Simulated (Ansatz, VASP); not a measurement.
## Two plane-wave programs on SiO

```
Si O
1.0
     2.66801    0.00000    0.00000
    -1.33401    2.31057    0.00000
     0.00000    0.00000    3.09203
Si O
1 1
Direct
  0.66667 0.33333 0.00000
  0.00000 0.00000 0.50000
```

Alike in both runs: functional PBEsol; k mesh 18 × 18 × 16; occupations fermi-dirac, width 0.15 eV; no spin polarisation.

Ansatz relaxed the structure, and its values are those at the end. VASP's run is a single point on that final structure, the one shown.

|  | VASP | Ansatz |
| --- | --- | --- |
| version | VASP 6.6.1 | Ansatz 0.2.0 |
| potentials or method | VASP PAW PBE potentials, release 64 (Si, O), cutoff 520 eV | scalar-relativistic, plane waves, PAW |
| valence electrons in the cell | 10 | 10 |

Ansatz gave:

```
gap on the k mesh at the Fermi level (eV) : none
pressure (GPa)                            : 0.0
```

**Question.** Estimate VASP's values.

**Answer.** gap on the k mesh at the Fermi level (eV): none; pressure (GPa): 0.2.

VASP's potentials were made for PBE, not for PBEsol. A gap of «none» marks a metal or a gap that the smearing closes. With one functional, cell and mesh, what is left measures potentials, basis and numerics.
